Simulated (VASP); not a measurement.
# BiPd3 (Fm-3m) in VASP: notebook

BiPd3 is run at these levels: LDA; tasks: single point, relaxation of volume and atoms at fixed shape.

Everything below comes from runs of VASP 6.6.1. Logs are shortened: lines on timing, memory, paths and dates and some standing lists are left out, and cuts for length are marked.

### 1 The cell of the first run

The structure is cubic, space group Fm-3m (No. 225). The conventional cell has a = 6.413 Å, b = 6.413 Å, c = 6.413 Å, α = 90.00°, β = 90.00°, γ = 90.00°. Bi (site symmetry m-3m) has 14 Pd at 2.78 to 3.21 Å within 3.7 Å. Pd (site symmetry -43m) has 4 Bi at 2.78 Å and 10 Pd at 2.78 to 3.21 Å within 3.7 Å. Pd (site symmetry m-3m) has 8 Pd at 2.78 Å and 6 Bi at 3.21 Å within 3.7 Å.

### 2 Single point, LDA

Input file INCAR:

```
PREC = Accurate
ENCUT = 520
EDIFF = 1E-6
ISMEAR = -1
SIGMA = 0.05
LREAL = False
LASPH = True
NELM = 100
ALGO = Normal
ISIF = 2
LWAVE = False
LCHARG = False
NBANDS = 30
```

Input file KPOINTS:

```
Automatic mesh
0
Gamma
  6 6 6
```

Input file POSCAR:

```
BiPd3
1.0
    0.0000000000      3.2064367094      3.2064367094
    3.2064367094      0.0000000000      3.2064367094
    3.2064367094      3.2064367094      0.0000000000
Bi Pd
1 3
Direct
    0.5000000000      0.5000000000      0.5000000000
    0.7500000000      0.7500000000      0.7500000000
    0.2500000000      0.2500000000      0.2500000000
    0.0000000000      0.0000000000      0.0000000000
```

Potentials or basis: VASP PAW LDA potentials, release 64 (Bi_d, Pd).

On the command line:

```console
$ cat potpaw_LDA.64/Bi_d/POTCAR potpaw_LDA.64/Pd/POTCAR > POTCAR
$ mpirun -np 1 vasp_std > vasp.out
```

OUTCAR:

```text
PREC = Accurate
   ENCUT = 520
   EDIFF = 1E-6
   ISMEAR = -1
   LREAL = False
   LASPH = True
   NELM = 100
   ISIF = 2

 ion  position               nearest neighbor table
   1  0.500  0.500  0.500-   3 2.78   3 2.78   3 2.78   2 2.78   3 2.78   2 2.78   2 2.78   2 2.78
                             4 3.21   4 3.21   4 3.21   4 3.21   4 3.21   4 3.21
   2  0.750  0.750  0.750-   1 2.78   1 2.78   1 2.78   1 2.78   4 2.78   4 2.78   4 2.78   4 2.78
                             3 3.21   3 3.21   3 3.21   3 3.21   3 3.21   3 3.21
   3  0.250  0.250  0.250-   4 2.78   4 2.78   4 2.78   1 2.78   4 2.78   1 2.78   1 2.78   1 2.78
                             2 3.21   2 3.21   2 3.21   2 3.21   2 3.21   2 3.21
   4  0.000  0.000  0.000-   2 2.78   2 2.78   2 2.78   2 2.78   3 2.78   3 2.78   3 2.78   3 2.78
                             1 3.21   1 3.21   1 3.21   1 3.21   1 3.21   1 3.21

  LATTYP: Found a face centered cubic cell.
 ALAT       =     6.4128734188

  Lattice vectors:

 A1 = (   0.0000000000,   3.2064367094,   3.2064367094)
 A2 = (   3.2064367094,   0.0000000000,   3.2064367094)
 A3 = (   3.2064367094,   3.2064367094,   0.0000000000)

Analysis of symmetry for initial positions (statically):
=====================================================================
 Subroutine PRICEL returns:
 Original cell was already a primitive cell.

 Routine SETGRP: Setting up the symmetry group for a
 face centered cubic supercell.

 Subroutine GETGRP returns: Found 48 space group operations
 (whereof 48 operations were pure point group operations)
 out of a pool of 48 trial point group operations.

The static configuration has the point symmetry O_h .

Analysis of symmetry for dynamics (positions and initial velocities):
=====================================================================
 Subroutine PRICEL returns:
 Original cell was already a primitive cell.

 Routine SETGRP: Setting up the symmetry group for a
 face centered cubic supercell.

 Subroutine GETGRP returns: Found 48 space group operations
 (whereof 48 operations were pure point group operations)
 out of a pool of 48 trial point group operations.

The dynamic configuration has the point symmetry O_h .

 Subroutine INISYM returns: Found 48 space group operations
 (whereof 48 operations are pure point group operations),
 and found     1 'primitive' translations

----------------------------------------------------------------------------------------

                                     Primitive cell

  volume of cell :      65.9323

  direct lattice vectors                    reciprocal lattice vectors
     0.000000000  3.206436709  3.206436709    -0.155936338  0.155936338  0.155936338
     3.206436709  0.000000000  3.206436709     0.155936338 -0.155936338  0.155936338
     3.206436709  3.206436709  0.000000000     0.155936338  0.155936338 -0.155936338

  length of vectors
     4.534586281  4.534586281  4.534586281     0.270089661  0.270089661  0.270089661

  position of ions in fractional coordinates (direct lattice)
     0.500000000  0.500000000  0.500000000
     0.750000000  0.750000000  0.750000000
     0.250000000  0.250000000  0.250000000
     0.000000000  0.000000000  0.000000000

  ion indices of the primitive-cell ions
   primitive index   ion index
                 1           1
                 2           2
                 3           3
                 4           4

----------------------------------------------------------------------------------------

 KPOINTS: Automatic mesh

Automatic generation of k-mesh.
 Grid dimensions read from file:
 generate k-points for:    6    6    6

 Generating k-lattice:

  Cartesian coordinates                     Fractional coordinates (reciprocal lattice)
    -0.025989390  0.025989390  0.025989390     0.166666667  0.000000000  0.000000000
     0.025989390 -0.025989390  0.025989390     0.000000000  0.166666667  0.000000000
     0.025989390  0.025989390 -0.025989390     0.000000000  0.000000000  0.166666667

  Length of vectors
     0.045014943  0.045014943  0.045014943

  Shift w.r.t. Gamma in fractional coordinates (k-lattice)
     0.000000000  0.000000000  0.000000000

 Subroutine IBZKPT returns following result:
 ===========================================

 Found     16 irreducible k-points:

 Following reciprocal coordinates:
            Coordinates               Weight
  0.000000  0.000000  0.000000      1.000000
  0.166667  0.000000  0.000000      8.000000
  0.333333  0.000000  0.000000      8.000000
  0.500000  0.000000  0.000000      4.000000
  0.166667  0.166667  0.000000      6.000000
  0.333333  0.166667  0.000000     24.000000
[... 8 lines left out ...]
 -0.333333  0.333333  0.166667     24.000000
 -0.333333  0.500000  0.166667     12.000000
   k-points           NKPTS =     16   k-points in BZ     NKDIM =     16   number of bands    NBANDS=     30
   number of dos      NEDOS =    301   number of ions     NIONS =      4
   total plane-waves  NPLWV =  46656
   dimension x,y,z NGX =    36 NGY =   36 NGZ =   36
   dimension x,y,z NGXF=    72 NGYF=   72 NGZF=   72
   ions per type =               1   3
   NGX,Y,Z   is equivalent  to a cutoff of  13.20, 13.20, 13.20 a.u.
   NGXF,Y,Z  is equivalent  to a cutoff of  26.40, 26.40, 26.40 a.u.
 SYSTEM =  unknown system
   PREC   = accura    normal or accurate (medium, high low for compatibility)
   ISTART =      0    job   : 0-new  1-cont  2-samecut
   ICHARG =      2    charge: 1-file 2-atom 10-const
   ISPIN  =      1    spin polarized calculation?
   LNONCOLLINEAR =      F non collinear calculations
   LSORBIT =      F    spin-orbit coupling
   LASPH  =      T    aspherical Exc in radial PAW
   ENCUT  =  520.0 eV  38.22 Ry    6.18 a.u.   8.43  8.43  8.43*2*pi/ulx,y,z
   NELM   =    100;   NELMIN=  2; NELMDL= -5     # of ELM steps
   EDIFF  = 0.1E-05   stopping-criterion for ELM
   LREAL  =      F    real-space projection
   EDIFFG = 0.1E-04   stopping-criterion for IOM
   NSW    =      0    number of steps for IOM
   IBRION =     -1    ionic relax: 0-MD 1-quasi-New 2-CG
   NFREE  =      0    steps in history (QN), initial steepest desc. (CG)
   ISIF   =      2    stress and relaxation
   ISYM   =      2    0-nonsym 1-usesym 2-fastsym
   POTIM  = 0.5000    time-step for ionic-motion
   TEBEG  =    0.0;   TEEND  =   0.0 temperature during run
   PSTRESS=    0.0 pullay stress
   NELECT =      45.0000    total number of electrons
   NUPDOWN=      -1.0000    fix difference up-down
   EMIN   =  10.00;   EMAX   =-10.00  energy-range for DOS
   EFERMI =   0.00;   METHOD = LEGACY
   ISMEAR =    -1;   SIGMA  =   0.05  broadening in eV -4-tet -1-fermi 0-gaus
   EFERMI_NEDOS =   21; number of points for ismear=-14 and -15
   IALGO  =     38    algorithm
   IMIX   =      4    mixing-type and parameters
     AMIX     =   0.40;   BMIX     =  1.00
     AMIX_MAG =   1.60;   BMIX_MAG =  1.00
  volume/ion in A,a.u.               =      16.48       111.23
  Fermi-wavevector in a.u.,A,eV,Ry     =   1.441384  2.723821 28.267294  2.077588
  Thomas-Fermi vector in A             =   2.560022
   LORBIT       =      0    0 simple, 1 ext, 2 COOP (PROOUT), +10 PAW based schemes
   GGA     = CA    functional components
   LHFCALC =     F    Hartree Fock is set to
   AEXX    =    0.0000 exact exchange contribution
   IVDW    =     0    specifies the selected vdW correction
   LEPSILON=     F    determine dielectric tensor
   LRPA    =     F    only Hartree local field effects (RPA)
 non-spin polarized calculation
  energy-cutoff  :      520.00
  volume of cell :       65.93
 maximum number of plane-waves:      1807
 NGX is ok and might be reduce to    36
   NGX = 17   NGY = 17   NGZ = 17

 number of electron      44.9999999 magnetization

 Free energy of the ion-electron system (eV)
  ---------------------------------------------------
  ext. energy  EPLUGINS =         0.00000000
  ---------------------------------------------------
  free energy    TOTEN  =       -24.92788988 eV

  energy without entropy =      -24.90294160  energy(sigma->0) =      -24.91541574

 E-fermi :  10.7912     XC(G=0): -13.1201

 val. band max:       10.7774332556   @ k =  -0.3333   0.3333   0.1667
 cond. band min:      10.9062902861   @ k =   0.5000   0.3333   0.1667
 fundamental gap:      0.1288570305
 Fermi energy:        10.7911896966

 k-point     1 :       0.0000    0.0000    0.0000
  band No.  band energies     occupation
      1     -12.1129      2.00000
      2     -12.1129      2.00000
      3     -12.1129      2.00000
      4     -12.0692      2.00000
      5     -12.0692      2.00000
      6      -1.9285      2.00000
[... 22 lines left out ...]
     29      16.8859      0.00000
     30      17.9531      0.00000

 k-point     2 :       0.1667    0.0000    0.0000
  band No.  band energies     occupation
      1     -12.1144      2.00000
      2     -12.1122      2.00000
      3     -12.1122      2.00000
      4     -12.0677      2.00000
      5     -12.0677      2.00000
      6      -1.7263      2.00000
[... 22 lines left out ...]
     29      17.4048      0.00000
     30      18.6045      0.00000

 k-point     3 :       0.3333    0.0000    0.0000
  band No.  band energies     occupation
      1     -12.1175      2.00000
      2     -12.1109      2.00000
      3     -12.1109      2.00000
      4     -12.0646      2.00000
      5     -12.0646      2.00000
      6      -1.2681      2.00000
[... 22 lines left out ...]
     29      18.1484      0.00000
     30      20.1187      0.00000

 k-point     4 :       0.5000    0.0000    0.0000
  band No.  band energies     occupation
      1     -12.1190      2.00000
      2     -12.1103      2.00000
      3     -12.1103      2.00000
      4     -12.0630      2.00000
      5     -12.0630      2.00000
      6      -1.0005      2.00000
[... 352 lines left out ...]
     29      18.9949      0.00000
     30      21.3487      0.00000

 k-point    15 :      -0.3333    0.3333    0.1667
  band No.  band energies     occupation
      1     -12.1171      2.00000
      2     -12.1152      2.00000
      3     -12.1077      2.00000
      4     -12.0666      2.00000
      5     -12.0605      2.00000
      6      -0.8684      2.00000
[... 22 lines left out ...]
     29      19.4767      0.00000
     30      20.5273      0.00000

 k-point    16 :      -0.3333    0.5000    0.1667
  band No.  band energies     occupation
      1     -12.1220      2.00000
      2     -12.1116      2.00000
      3     -12.1065      2.00000
      4     -12.0687      2.00000
      5     -12.0592      2.00000
      6      -0.8301      2.00000
[... 22 lines left out ...]
     29      20.9851      0.00000
     30      21.6804      0.00000

------------------------ aborting loop because EDIFF is reached ----------------------------------------

  FORCE on cell =-STRESS in cart. coord.  units (eV):
  Direction    XX          YY          ZZ          XY          YZ          ZX
  --------------------------------------------------------------------------------------
  -------------------------------------------------------------------------------------
  Total        0.1856616      0.1856616      0.1856616      0.0000000     -0.0000000      0.0000000
  in kB        4.5116432      4.5116432      4.5116432      0.0000000     -0.0000000      0.0000000
  external PRESSURE =       4.5116432 kB  Pullay stress =       0.0000000 kB

 VOLUME and BASIS-vectors are now :
 -----------------------------------------------------------------------------
  energy-cutoff  :      520.00
  volume of cell :       65.93
      direct lattice vectors                 reciprocal lattice vectors
     0.000000000  3.206436709  3.206436709    -0.155936338  0.155936338  0.155936338
     3.206436709  0.000000000  3.206436709     0.155936338 -0.155936338  0.155936338
     3.206436709  3.206436709  0.000000000     0.155936338  0.155936338 -0.155936338

 POSITION                                       TOTAL-FORCE (eV/Angst)
 -----------------------------------------------------------------------------------
      3.20644      3.20644      3.20644        -0.000000      0.000000     -0.000000
      4.80966      4.80966      4.80966         0.000000     -0.000000     -0.000000
      1.60322      1.60322      1.60322         0.000000      0.000000      0.000000
      0.00000      0.00000      0.00000        -0.000000      0.000000     -0.000000
 -----------------------------------------------------------------------------------
    total drift:                                0.000000      0.000000      0.000000

  FREE ENERGIE OF THE ION-ELECTRON SYSTEM (eV)
  ---------------------------------------------------
  free  energy   TOTEN  =       -24.9278898825 eV

  energy  without entropy=      -24.9029416012  energy(sigma->0) =      -24.91541574
```

Run time: 20 s. Hardware: 1 thread of AMD EPYC 9R45 (Zen 5), shared host; peak memory 0.15 GiB.

Results:

```yaml
Free_energy: -24.9279 eV
Pressure: 0.5 GPa
```

Caveat: spin-orbit coupling is left out, which moves the levels of the heavy elements.

### 3 Relaxation of volume and atoms at fixed shape, LDA

This run uses another cell than the first one, of 17.37 Å³/atom, 1.054 times its volume.

Input file INCAR:

```
PREC = Accurate
ENCUT = 600
EDIFF = 1E-6
ISMEAR = -1
SIGMA = 0.05
LREAL = False
LASPH = True
NELM = 100
ALGO = Normal
ISIF = 8
LWAVE = False
LCHARG = False
GGA = CA
IBRION = 2
NSW = 80
EDIFFG = -0.02
```

KPOINTS is that of step 2.

Input file POSCAR:

```
BiPd3
1.0
    0.0000000000      3.2630863800      3.2630863800
    3.2630863800      0.0000000000      3.2630863800
    3.2630863800      3.2630863800      0.0000000000
Bi Pd
1 3
Direct
    0.5000000000      0.5000000000      0.5000000000
    0.7500000000      0.7500000000      0.7500000000
    0.2500000000      0.2500000000      0.2500000000
    0.0000000000      0.0000000000      0.0000000000
```

Potentials or basis: VASP PAW LDA potentials, release 64 (Bi_d, Pd).

On the command line:

```console
$ cat potpaw_LDA.64/Bi_d/POTCAR potpaw_LDA.64/Pd/POTCAR > POTCAR
$ mpirun -np 1 vasp_std > vasp.out
```

Wall time 60 s (1 thread of AMD EPYC 9R45 (Zen 5), shared host); peak memory 0.18 GiB.

The run converged. Its results:

| Item | Value |
| --- | --- |
| Free energy | -24.9296 eV |
| Relaxed volume | 16.55 Å³/atom |
| Relaxed cell | a = 4.540 Å, b = 4.540 Å, c = 4.540 Å, α = 60.00°, β = 60.00°, γ = 60.00° |
| Space group after relaxing (to 0.05 Å) | Fm-3m (No. 225) |
| Energy gained by relaxing | 19.6 meV/atom |
| Ionic steps | 3 |
| Pressure after relaxing | -0.1 GPa |

The path:
| step | energy change (eV) | largest force (eV/Å) | pressure (GPa) | volume (Å³) |
| --- | --- | --- | --- | --- |
| 1 | 0.0000 | 0.0000 | -7.12 | 69.49 |
| 2 | 0.0713 | 0.0000 | 12.45 | 62.02 |
| 3 | -0.0783 | 0.0000 | -0.14 | 66.18 |

Final structure:
```
Bi Pd
1.0
     0.00000    3.21052    3.21052
     3.21052    0.00000    3.21052
     3.21052    3.21052    0.00000
Bi Pd
1 3
Cartesian
  3.2105 3.2105 3.2105
  4.8158 4.8158 4.8158
  1.6053 1.6053 1.6053
  0.0000 0.0000 0.0000
```

Levels at points of the mesh, in eV from the Fermi level:
```
           k point  band 19  band 20  band 21  band 22  band 23  band 24  band 25  band 26
(0.00, 0.00, 0.00)    -1.34    -1.22    -1.22    -0.86     2.84     2.84     2.84     5.80
(0.50, 0.00, 0.00)    -1.43    -1.30    -1.30    -1.00     1.18     2.82     2.82     4.65
(0.50, 0.50, 0.00)    -1.71    -1.54    -1.39    -0.89    -0.89    -0.86     2.12     4.30
```

Caveat: spin-orbit coupling is left out, which moves the levels of the heavy elements.
